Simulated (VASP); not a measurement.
A run of VASP 6.6.1 is set up as follows.

The input INCAR:

```
PREC = Accurate ; ENCUT = 520
EDIFF = 1E-6 ; ISMEAR = 1
SIGMA = 0.2 ; LREAL = False
LASPH = True ; NELM = 80
ALGO = Normal ; ISIF = 2
LWAVE = False ; LCHARG = True
GGA = CA ; LELF = True
LVHAR = True ; NBANDS = 13
```

File KPOINTS:

```
Automatic mesh
0
Gamma
  14 14 14
```

POSCAR

```
W
1.0
   -1.5676867250      1.5676867250      1.5676867250
    1.5676867250     -1.5676867250      1.5676867250
    1.5676867250      1.5676867250     -1.5676867250
W
1
Direct
    0.0000000000      0.0000000000      0.0000000000
```

Potentials or basis: VASP PAW LDA potentials, release 64 (W_sv).

Run with:

```bash
$ cat potpaw_LDA.64/W_sv/POTCAR > POTCAR
$ mpirun -np 1 vasp_std > vasp.out
```

(1) Predict the pressure.

(2) Estimate the band gap on the k mesh.

Answers

(1) 1.9 GPa.

(2) zero (band 7 reaches 17.09 eV, above the bottom of band 8 at 10.42 eV).

Caveat: spin-orbit coupling is left out, which moves the levels of the heavy elements.
